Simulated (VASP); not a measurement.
Input of a VASP 6.6.1 run:

The input INCAR:

```
SYSTEM = LiNbO3
ALGO     = Normal         ! electronic algorithm
EDIFF    = 1E-6           ! SCF threshold, eV
ENCUT    = 520            ! plane-wave cutoff, eV
GGA      = PE             ! functional
ISIF     = 2              ! what is computed and relaxed
ISMEAR   = 0              ! smearing method
LASPH    = .True.         ! aspherical terms in the spheres
LCHARG   = .False.        ! write CHGCAR
LREAL    = .False.        ! projectors in reciprocal space
LWAVE    = .False.        ! write WAVECAR
NBANDS   = 45             ! bands
NELM     = 100            ! most SCF steps
PREC     = Accurate       ! precision mode
SIGMA    = 0.05           ! smearing width, eV
```

The input KPOINTS:

```
k-points
0
Gamma
  6 6 6
  0 0 0
```

The input POSCAR:

```
LiNbO3
1.0
    2.5374296596      1.4649856970      4.4956487089
   -2.5374296596      1.4649856970      4.4956487089
    0.0000000000     -2.9299713940      4.4956487089
Li Nb O
2 2 6
Direct
    0.2815913687      0.2815913687      0.2815913687
    0.7815913687      0.7815913687      0.7815913687
    0.0004900497      0.0004900497      0.0004900497
    0.5004900497      0.5004900497      0.5004900497
    0.1104619503      0.3580262714      0.7211003599
    0.7211003599      0.1104619503      0.3580262714
    0.3580262714      0.7211003599      0.1104619503
    0.2211003599      0.8580262714      0.6104619503
    0.8580262714      0.6104619503      0.2211003599
    0.6104619503      0.2211003599      0.8580262714
```

Potentials or basis: VASP PAW PBE potentials, release 64 (Li_sv, Nb_sv, O).

Launch:

```bash
$ cat potpaw_PBE.64/Li_sv/POTCAR potpaw_PBE.64/Nb_sv/POTCAR potpaw_PBE.64/O/POTCAR > POTCAR
$ mpirun -np 1 vasp_std > vasp.out
```

(1) Predict the largest force.

(2) Predict the band gap on the k mesh.

## Answers

(1) 1.174 eV/Å.

(2) 3.94 eV, indirect (least direct gap 3.98 eV).

Caveat: forces of over 1 eV/Å act on the atoms, so gaps and moduli don't describe the material at rest.
